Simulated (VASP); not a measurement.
# Al (R-3m) in VASP: notebook, part 2 of 2

VASP 6.6.1.

### 3 Single point, PBEsol (shortest bond scaled by 0.64)

The input, INCAR:

```
PREC = Accurate ; ENCUT = 520
EDIFF = 1E-6 ; ISMEAR = -1
SIGMA = 0.05 ; LREAL = F
LASPH = T ; NELM = 60
ALGO = Normal ; ISIF = 2
LWAVE = F ; LCHARG = T
GGA = PS ; LELF = T
LVHAR = T ; NBANDS = 10
```

The input, KPOINTS:

```
Automatic mesh
0
Gamma
  10 10 10
```

The input, POSCAR:

```
Al
1.0
    0.0000000000      2.7415165562      2.7415165562
    2.7415165562      0.0000000000      2.7415165562
    2.7415165562      2.7415165562      0.0000000000
Al
2
Direct
   -0.2600000000     -0.0800000000     -0.0800000000
    0.2600000000      0.0800000000      0.0800000000
```

Potentials or basis: VASP PAW PBE potentials, release 64 (Al).

Started as:

```sh
$ cat potpaw_PBE.64/Al/POTCAR > POTCAR
$ mpirun -np 1 vasp_std > vasp.out
```

OUTCAR:

```text
PREC = Accurate
   ENCUT = 520
   EDIFF = 1E-6
   ISMEAR = -1
   LREAL = F
   LASPH = T
   NELM = 60
   ISIF = 2
   GGA = PS

 ion  position               nearest neighbor table
   1  0.740  0.920  0.920-   2 1.52   2 2.78   2 2.78   2 2.78
   2  0.260  0.080  0.080-   1 1.52   1 2.78   1 2.78   1 2.78

 -----------------------------------------------------------------------------
|                                                                             |
|           W    W    AA    RRRRR   N    N  II  N    N   GGGG   !!!           |
|           W    W   A  A   R    R  NN   N  II  NN   N  G    G  !!!           |
|           W    W  A    A  R    R  N N  N  II  N N  N  G       !!!           |
|           W WW W  AAAAAA  RRRRR   N  N N  II  N  N N  G  GGG   !            |
|           WW  WW  A    A  R   R   N   NN  II  N   NN  G    G                |
|           W    W  A    A  R    R  N    N  II  N    N   GGGG   !!!           |
|                                                                             |
|     The distance between some ions is very small. Please check the          |
|     nearest-neighbor list in the OUTCAR file.                               |
|     I HOPE YOU KNOW WHAT YOU ARE DOING!                                     |
|                                                                             |
 -----------------------------------------------------------------------------

  LATTYP: Found a face centered cubic cell.
 ALAT       =     5.4830331124

  Lattice vectors:

 A1 = (   0.0000000000,   2.7415165562,   2.7415165562)
 A2 = (   2.7415165562,   0.0000000000,   2.7415165562)
 A3 = (   2.7415165562,   2.7415165562,   0.0000000000)

Analysis of symmetry for initial positions (statically):
=====================================================================
 Subroutine PRICEL returns:
 Original cell was already a primitive cell.

 Routine SETGRP: Setting up the symmetry group for a
 face centered cubic supercell.

 Subroutine GETGRP returns: Found 12 space group operations
 (whereof  4 operations were pure point group operations)
 out of a pool of 48 trial point group operations.

The static configuration has the point symmetry C_2h.
 The point group associated with its full space group is D_3d.

[... 138 lines left out ...]
   GGA     = PS    functional components
   LHFCALC =     F    Hartree Fock is set to
   AEXX    =    0.0000 exact exchange contribution
   IVDW    =     0    specifies the selected vdW correction
   LEPSILON=     F    determine dielectric tensor
   LRPA    =     F    only Hartree local field effects (RPA)
 non-spin polarized calculation
  energy-cutoff  :      520.00
  volume of cell :       41.21
 maximum number of plane-waves:      1123
 NGX is ok and might be reduce to    30
   NGX = 15   NGY = 15   NGZ = 15

 number of electron       6.0000000 magnetization

 Free energy of the ion-electron system (eV)
  ---------------------------------------------------
  ext. energy  EPLUGINS =         0.00000000
  ---------------------------------------------------
  free energy    TOTEN  =         3.81517493 eV

  energy without entropy =        3.82364004  energy(sigma->0) =        3.81940749

 E-fermi :   4.9613     XC(G=0):  -9.1886

 val. band max:        4.9492470446   @ k =   0.1000  -0.3000   0.3000
 cond. band min:       4.9624464206   @ k =  -0.4000   0.3000   0.0000
 fundamental gap:      0.0131993759
 Fermi energy:         4.9613214432

 k-point     1 :       0.0000    0.0000    0.0000
  band No.  band energies     occupation
      1      -4.3616      2.00000
      2       6.9454      0.00000
      3       7.2711      0.00000
      4       7.2711      0.00000
      5       9.2454      0.00000
      6       9.2454      0.00000
      7      11.3368      0.00000
      8      11.8212      0.00000
      9      13.5775      0.00000
     10      14.2379      0.00000
[... 287 lines left out ...]
 k-point    24 :       0.1000    0.0000    0.5000
  band No.  band energies     occupation
      1      -1.8580      2.00000
      2       0.6974      2.00000
      3       5.3548      0.00076
      4       6.1364      0.00000
      5       8.9095      0.00000
      6       9.2155      0.00000
      7       9.9316      0.00000
      8      13.4959      0.00000
      9      15.1433      0.00000
     10      16.3152      0.00000

 [... further k-points ...]
[... 5 lines left out ...]
  --------------------------------------------------------------------------------------
  -------------------------------------------------------------------------------------
  Total       15.3506702     15.3506702     15.3506702    -16.6843863     16.6843863    -16.6843863
  in kB      596.8089268    596.8089268    596.8089268   -648.6616245    648.6616245   -648.6616245
  external PRESSURE =     596.8089268 kB  Pullay stress =       0.0000000 kB

 VOLUME and BASIS-vectors are now :
 -----------------------------------------------------------------------------
  energy-cutoff  :      520.00
  volume of cell :       41.21
      direct lattice vectors                 reciprocal lattice vectors
     0.000000000  2.741516556  2.741516556    -0.182380806  0.182380806  0.182380806
     2.741516556  0.000000000  2.741516556     0.182380806 -0.182380806  0.182380806
     2.741516556  2.741516556  0.000000000     0.182380806  0.182380806 -0.182380806

 POSITION                                       TOTAL-FORCE (eV/Angst)
 -----------------------------------------------------------------------------------
      5.04439      4.55092      4.55092       -19.221694     19.221694     19.221694
      0.43864      0.93212      0.93212        19.221694    -19.221694    -19.221694
 -----------------------------------------------------------------------------------
    total drift:                               -0.000000      0.000000     -0.000000

  FREE ENERGIE OF THE ION-ELECTRON SYSTEM (eV)
  ---------------------------------------------------
  free  energy   TOTEN  =         3.8151749323 eV

  energy  without entropy=        3.8236400396  energy(sigma->0) =        3.81940749
```

Run time: 41 s. Hardware: 1 thread of Intel Xeon 6975P-C (Granite Rapids), shared host; peak memory 0.18 GiB.

What came out:

```
Free energy            : 3.8152 eV
Pressure               : 59.7 GPa
Largest force          : 33.293 eV/Å
Band gap on the k mesh : zero (band 3 reaches 7.27 eV, above the bottom of band 4 at 3.21 eV)
```

Forces in eV/Å, atoms in the order of the input:
```
Al  -19.222  19.222  19.222
Al   19.222 -19.222 -19.222
```

Caveat: the cell differs from its parent crystal (shortest bond scaled by 0.64); the PAW data sets were made with another functional, which shifts forces and pressure a little.
